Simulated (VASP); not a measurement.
Runs of VASP 6.6.1 on CdSe. The structure is that of space group C2 (No. 5), or close to it. The cells are those of the table. 

```tsv
cell	gap on the mesh (eV)	pressure (GPa)	largest force (eV/Å)
a = 4.068, b = 4.383, c = 3.906 Å, angles 58.4, 66.7, 59.9°, 2 atoms	0.46	10.8	0.91
a = 4.727, b = 4.388, c = 4.401 Å, angles 65.1, 57.3, 67.1°, 2 atoms	0.29	-3.7	0.17
a = 4.175, b = 4.388, c = 3.848 Å, angles 60.5, 66.2, 63.2°, 2 atoms	(a)	8.3	1.50
a = 4.081, b = 4.395, c = 3.586 Å, angles 60.5, 69.6, 64.8°, 2 atoms	(b)	(c)	3.07
a = 4.608, b = 4.383, c = 4.446 Å, angles 62.9, 57.9, 64.0°, 2 atoms	0.26	-3.1	0.15
```

Alike in all rows: task single point; level PBE; potentials or basis VASP PAW PBE potentials, release 64 (Cd, Se); no spin polarisation; k mesh 10 × 10 × 10; cutoff (eV) 520; smearing gaussian 0.05 eV.

Q: Fill in the values left out.

A: (a) 0.23; (b) 0.08; (c) 16.4.

Caveats: semilocal functionals underestimate gaps, and a narrow one can read as zero; the cell stands under pressure (at least some runs); the cell stands under tension (at least some runs); forces of over 1 eV/Å act on the atoms, so gaps and moduli don't describe the material at rest (at least some runs).

A k mesh can miss the band edges, and the runs leave out spin-orbit coupling on Cd, Se.
